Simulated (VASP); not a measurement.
Write the native input for VASP 6.6.1 that does the following.

```yaml
Task: single point
Functional: PBE
Potentials_or_basis: VASP PAW PBE potentials, release 64 (Cu, Ni)
Cutoff: 520 eV
k_mesh: 12 × 12 × 1
Occupations: gaussian, width 0.2 eV
Spin: no spin polarisation
Dipole_correction: no
Further_INCAR_settings: ALGO = Fast; EDIFF = 1e-06; NBANDS = 64
```

The structure of Cu3Ni2 lies in POSCAR:

```
Cu3Ni2
1.0
    2.5228989156      0.0001224468     -0.0000615414
   -1.2613378696      2.1845675392     -0.0003985926
   -0.0002506000     -0.0032292637     20.8344690052
Cu Ni
6 4
Direct
    0.3334969490      0.6667293220      0.8468968194
    0.3328925813      0.6655754272      0.0510770531
    0.3330574323      0.6674937719      0.4489481578
    0.6666390563      0.3326478476      0.9489338877
    0.6666380668      0.3324310120      0.1531040223
    0.6669321254      0.3341468892      0.5510422130
    0.3337010543      0.6676108721      0.6507004034
    0.3330308870      0.6662476580      0.2526868721
    0.6671536272      0.3338871065      0.7473119811
    0.6664582204      0.3332300935      0.3492985902
```

These files were run (other wordings do the same):

INCAR

```
SYSTEM = Cu3Ni2
PREC = Accurate ; ENCUT = 520
EDIFF = 1E-6 ; ISMEAR = 0
SIGMA = 0.2 ; LREAL = .False.
LASPH = .True. ; NELM = 60
ALGO = Fast ; ISIF = 2
LWAVE = .False. ; LCHARG = .False.
GGA = PE ; NBANDS = 64
```

KPOINTS

```
regular mesh
0
Gamma
  12 12 1
  0 0 0
```

Potentials or basis: VASP PAW PBE potentials, release 64 (Cu, Ni).

The run is started by

```sh
$ cat potpaw_PBE.64/Cu/POTCAR potpaw_PBE.64/Ni/POTCAR > POTCAR
$ mpirun -np 1 vasp_std > vasp.out
```

Results of the run:

| Item | Value |
| --- | --- |
| Pressure | 0.3 GPa |
| Largest force | 0.015 eV/Å |
| Band gap on the k mesh | zero (bands 53 and 54 overlap by 4.48 eV) |

It took 11 min on 1 thread of Intel(R) Xeon(R) 6975P-C (Granite Rapids), with other jobs on the host, peak memory 0.54 GiB.
